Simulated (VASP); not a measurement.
# Mo (P6/mmm) in VASP: notebook, part 2 of 2

VASP 6.6.1.

**3. Single point, r2SCAN (strain -0.030 along x and y, +0.030 along z)**

Contents of POSCAR:

```
Mo
1.0
    2.6663533954      0.0000000000      0.0000000000
   -1.3331766977      2.3091297759      0.0000000000
    0.0000000000      0.0000000000      2.6099175529
Mo
1
Direct
    0.0000000000      0.0000000000      0.5000000000
```

Contents of INCAR.step1:

```
SYSTEM = Mo
  PREC = Accurate
  ENCUT = 520
  ISMEAR = 0
  SIGMA = 0.15
  LREAL = .FALSE.
  LASPH = .TRUE.
  NELM = 100
  NBANDS = 13
  GGA = PE
  ALGO = Normal
  EDIFF = 1E-4
  LWAVE = .TRUE.
  LCHARG = .FALSE.
```

Contents of INCAR.step2:

```
SYSTEM = Mo
  PREC = Accurate
  ENCUT = 520
  EDIFF = 1E-6
  ISMEAR = 0
  SIGMA = 0.15
  LREAL = .FALSE.
  LASPH = .TRUE.
  NELM = 100
  ALGO = Normal
  ISIF = 2
  LWAVE = .FALSE.
  LCHARG = .FALSE.
  METAGGA = R2SCAN
  LMIXTAU = .TRUE.
  NBANDS = 13
  ISTART = 1
```

Contents of KPOINTS:

```
Automatic mesh
0
G
  24 24 24
  0 0 0
```

Potentials or basis: VASP PAW PBE potentials, release 64 (Mo_sv).

Launch:

```bash
$ cat potpaw_PBE.64/Mo_sv/POTCAR > POTCAR
$ cp INCAR.step1 INCAR
$ mpirun -np 1 vasp_std > vasp.out
$ cp INCAR.step2 INCAR
$ mpirun -np 1 vasp_std > vasp.out
```

Wall time 3.8 min (1 thread of Intel Xeon 6975P-C (Granite Rapids), shared host); peak memory 0.25 GiB.

The run converged. Its results:

```
Free energy            : -25.0820 eV
Pressure               : 10.3 GPa
Band gap on the k mesh : zero (band 7 reaches 13.18 eV, above the bottom of band 8 at 11.09 eV)
```

Stress tensor (GPa, compression positive):
```
17.98  0.00  0.00
 0.00 17.98  0.00
 0.00  0.00 -4.96
```

Levels at points of the mesh, in eV from the Fermi level:
```
           k point  band 3  band 4  band 5  band 6  band 7  band 8  band 9  band 10  band 11  band 12
(0.00, 0.00, 0.00)  -35.44  -35.44   -7.40   -4.94   -1.07   -1.07    4.31     4.31    13.76    15.65
(0.50, 0.00, 0.00)  -35.86  -35.47   -5.62   -3.28    0.41    1.19    3.49     5.02    11.40    14.94
(0.00, 0.00, 0.50)  -35.31  -35.31   -4.46   -0.61   -0.37   -0.37    1.42     1.42     9.71    16.62
(0.50, 0.00, 0.50)  -36.91  -35.72   -5.83   -4.25   -0.05    5.29    5.94     6.44     7.81    16.96
```

Caveat: the cell differs from its parent crystal (strain -0.030 along x and y, +0.030 along z); the PAW data sets were made with another functional, which shifts forces and pressure a little.

**4. Single point, r2SCAN (strain +0.000 along x and y, -0.030 along z)**

Contents of POSCAR:

```
Mo
1.0
    2.7488179334      0.0000000000      0.0000000000
   -1.3744089667      2.3805461607      0.0000000000
    0.0000000000      0.0000000000      2.4578835207
Mo
1
Direct
    0.0000000000      0.0000000000      0.5000000000
```

Contents of INCAR.step1:

```
SYSTEM = Mo
ALGO = Normal
EDIFF = 1E-4
ENCUT = 520
GGA = PE
ISMEAR = 0
LASPH = .True.
LCHARG = .False.
LREAL = .False.
LWAVE = .True.
NBANDS = 13
NELM = 100
PREC = Accurate
SIGMA = 0.15
```

Contents of INCAR.step2:

```
SYSTEM = Mo
ALGO = Normal
EDIFF = 1E-6
ENCUT = 520
ISIF = 2
ISMEAR = 0
ISTART = 1
LASPH = .True.
LCHARG = .False.
LMIXTAU = .True.
LREAL = .False.
LWAVE = .False.
METAGGA = R2SCAN
NBANDS = 13
NELM = 100
PREC = Accurate
SIGMA = 0.15
```

Contents of KPOINTS:

```
k-points
0
Gamma
  24 24 24
  0 0 0
```

Launch:

```bash
$ cat potpaw_PBE.64/Mo_sv/POTCAR > POTCAR
$ cp INCAR.step1 INCAR
$ mpirun -np 1 vasp_std > vasp.out
$ cp INCAR.step2 INCAR
$ mpirun -np 1 vasp_std > vasp.out
```

Run time: 2.9 min. Hardware: 1 thread of Intel Xeon 6975P-C (Granite Rapids), shared host; peak memory 0.25 GiB.

The run converged. Its results:

```
Free energy            : -25.1307 eV
Pressure               : 8.1 GPa
Band gap on the k mesh : zero (band 7 reaches 12.83 eV, above the bottom of band 8 at 10.93 eV)
```

Stress tensor (GPa, compression positive):
```
 5.30  0.00  0.00
 0.00  5.30  0.00
 0.00  0.00 13.56
```

Levels at points of the mesh, in eV from the Fermi level:
| k point | band 3 | band 4 | band 5 | band 6 | band 7 | band 8 | band 9 | band 10 | band 11 | band 12 |
| --- | --- | --- | --- | --- | --- | --- | --- | --- | --- | --- |
| (0.00, 0.00, 0.00) | -35.48 | -35.08 | -7.20 | -4.88 | -1.00 | -1.00 | 4.79 | 4.79 | 13.26 | 18.32 |
| (0.50, 0.00, 0.00) | -35.81 | -34.93 | -5.27 | -3.71 | 0.90 | 1.86 | 4.16 | 4.48 | 10.63 | 14.04 |
| (0.00, 0.00, 0.50) | -35.23 | -35.23 | -3.60 | 0.09 | 0.09 | 0.34 | 0.51 | 0.51 | 12.04 | 17.14 |
| (0.50, 0.00, 0.50) | -36.54 | -35.54 | -5.83 | -3.30 | -0.78 | 4.97 | 6.74 | 7.04 | 7.93 | 17.71 |

Caveat: the cell differs from its parent crystal (strain +0.000 along x and y, -0.030 along z); the PAW data sets were made with another functional, which shifts forces and pressure a little.

**5. Single point, r2SCAN (strain -0.015 along x and y, +0.000 along z)**

Contents of POSCAR:

```
Mo
1.0
    2.7075856644      0.0000000000      0.0000000000
   -1.3537928322      2.3448379683      0.0000000000
    0.0000000000      0.0000000000      2.5339005368
Mo
1
Direct
    0.0000000000      0.0000000000      0.5000000000
```

Contents of INCAR.step1:

```
PREC = Accurate
ENCUT = 520
ISMEAR = 0
SIGMA = 0.15
LREAL = F
LASPH = T
NELM = 60
NBANDS = 13
GGA = PE
ALGO = Normal
EDIFF = 1E-4
LWAVE = T
LCHARG = F
```

Contents of INCAR.step2:

```
PREC = Accurate
ENCUT = 520
EDIFF = 1E-7
ISMEAR = 0
SIGMA = 0.15
LREAL = F
LASPH = T
NELM = 60
ALGO = Normal
ISIF = 2
LWAVE = F
LCHARG = F
METAGGA = R2SCAN
LMIXTAU = T
NBANDS = 13
ISTART = 1
```

Contents of KPOINTS:

```
Automatic mesh
0
Gamma
  24 24 24
```

Launch:

```bash
$ cat potpaw_PBE.64/Mo_sv/POTCAR > POTCAR
$ cp INCAR.step1 INCAR
$ mpirun -np 1 vasp_std > vasp.out
$ cp INCAR.step2 INCAR
$ mpirun -np 1 vasp_std > vasp.out
```

It took 4.1 min on 1 thread of Intel Xeon 6975P-C (Granite Rapids), shared host; peak memory 0.26 GiB.

The run converged. Its results:

* Free energy: -25.1305 eV
* Pressure: 8.3 GPa
* Band gap on the k mesh: zero (band 7 reaches 13.07 eV, above the bottom of band 8 at 11.01 eV)

Stress tensor (GPa, compression positive):
```
11.05  0.00  0.00
 0.00 11.05  0.00
 0.00  0.00  2.70
```

Levels at points of the mesh, in eV from the Fermi level:
| k point | band 4 | band 5 | band 6 | band 7 | band 8 | band 9 | band 10 | band 11 |
| --- | --- | --- | --- | --- | --- | --- | --- | --- |
| (0.00, 0.00, 0.00) | -35.42 | -7.32 | -4.90 | -1.04 | -1.04 | 4.50 | 4.50 | 13.51 |
| (0.50, 0.00, 0.00) | -35.24 | -5.44 | -3.50 | 1.02 | 1.11 | 3.78 | 4.73 | 11.00 |
| (0.00, 0.00, 0.50) | -35.30 | -4.07 | -0.16 | -0.16 | -0.16 | 0.98 | 0.98 | 10.83 |
| (0.50, 0.00, 0.50) | -35.65 | -5.83 | -3.79 | -0.41 | 5.10 | 6.32 | 6.72 | 7.82 |

Caveat: the cell differs from its parent crystal (strain -0.015 along x and y, +0.000 along z); the PAW data sets were made with another functional, which shifts forces and pressure a little.

**6. Single point, r2SCAN (strain +0.000 along x and y, +0.015 along z)**

Contents of POSCAR:

```
Mo
1.0
    2.7488179334      0.0000000000      0.0000000000
   -1.3744089667      2.3805461607      0.0000000000
    0.0000000000      0.0000000000      2.5719090449
Mo
1
Direct
    0.0000000000      0.0000000000      0.5000000000
```

Contents of INCAR.step1:

```
SYSTEM = Mo
  PREC = Accurate
  ENCUT = 520
  ISMEAR = 0
  SIGMA = 0.15
  LREAL = .False.
  LASPH = .True.
  NELM = 80
  NBANDS = 13
  GGA = PE
  ALGO = Normal
  EDIFF = 1E-4
  LWAVE = .True.
  LCHARG = .False.
```

Contents of INCAR.step2:

```
SYSTEM = Mo
  PREC = Accurate
  ENCUT = 520
  EDIFF = 1E-6
  ISMEAR = 0
  SIGMA = 0.15
  LREAL = .False.
  LASPH = .True.
  NELM = 80
  ALGO = Normal
  ISIF = 2
  LWAVE = .False.
  LCHARG = .True.
  METAGGA = R2SCAN
  LMIXTAU = .True.
  LELF = .True.
  LVHAR = .True.
  NBANDS = 13
  ISTART = 1
```

Contents of KPOINTS:

```
regular mesh
0
Gamma
  24 24 24
  0 0 0
```

Potentials or basis: VASP PAW PBE potentials, release 64 (Mo_sv).

Launch:

```bash
$ cat potpaw_PBE.64/Mo_sv/POTCAR > POTCAR
$ cp INCAR.step1 INCAR
$ mpirun -np 1 vasp_std > vasp.out
$ cp INCAR.step2 INCAR
$ mpirun -np 1 vasp_std > vasp.out
```

It took 3.6 min on 1 thread of AMD EPYC 9R45 (Zen 5), shared host; peak memory 0.23 GiB.

It converged, with:

* Free energy: -25.1445 eV
* Pressure: -2.0 GPa
* Band gap on the k mesh: zero (band 7 reaches 12.25 eV, above the bottom of band 8 at 10.40 eV)

Stress tensor (GPa, compression positive):
```
 0.09  0.00  0.00
 0.00  0.09  0.00
 0.00  0.00 -6.08
```

Levels at points of the mesh, in eV from the Fermi level:
```
           k point  band 3  band 4  band 5  band 6  band 7  band 8  band 9  band 10  band 11  band 12
(0.00, 0.00, 0.00)  -35.57  -35.52   -7.17   -4.65   -0.96   -0.96    4.24     4.24    13.49    16.52
(0.50, 0.00, 0.00)  -35.89  -35.37   -5.16   -3.38    0.89    1.09    3.57     4.45    10.40    14.08
(0.00, 0.00, 0.50)  -35.41  -35.41   -3.98   -0.20   -0.13   -0.13    0.95     0.95    10.19    16.75
(0.50, 0.00, 0.50)  -36.73  -35.72   -5.46   -3.58   -0.34    4.79    5.92     6.55     7.40    16.78
```

Caveat: the cell differs from its parent crystal (strain +0.000 along x and y, +0.015 along z); the PAW data sets were made with another functional, which shifts forces and pressure a little.

**7. The runs side by side**

```tsv
cell	gap on the mesh (eV)	pressure (GPa)
a = 2.708, b = 2.708, c = 2.496 Å, angles 90.0, 90.0, 120.0°, 1 atom	none	11.8
a = 2.666, b = 2.666, c = 2.610 Å, angles 90.0, 90.0, 120.0°, 1 atom	none	10.3
a = 2.749, b = 2.749, c = 2.458 Å, angles 90.0, 90.0, 120.0°, 1 atom	none	8.1
a = 2.708, b = 2.708, c = 2.534 Å, angles 90.0, 90.0, 120.0°, 1 atom	none	8.3
a = 2.749, b = 2.749, c = 2.572 Å, angles 90.0, 90.0, 120.0°, 1 atom	none	-2.0
```

Alike in all rows: task single point; level r2SCAN; potentials or basis VASP PAW PBE potentials, release 64 (Mo_sv); no spin polarisation; k mesh 24 × 24 × 24; cutoff (eV) 520; smearing gaussian 0.15 eV.

Caveats: the PAW data sets were made with another functional, which shifts forces and pressure a little.

Absolute energies hang on the potentials; compare differences alone.
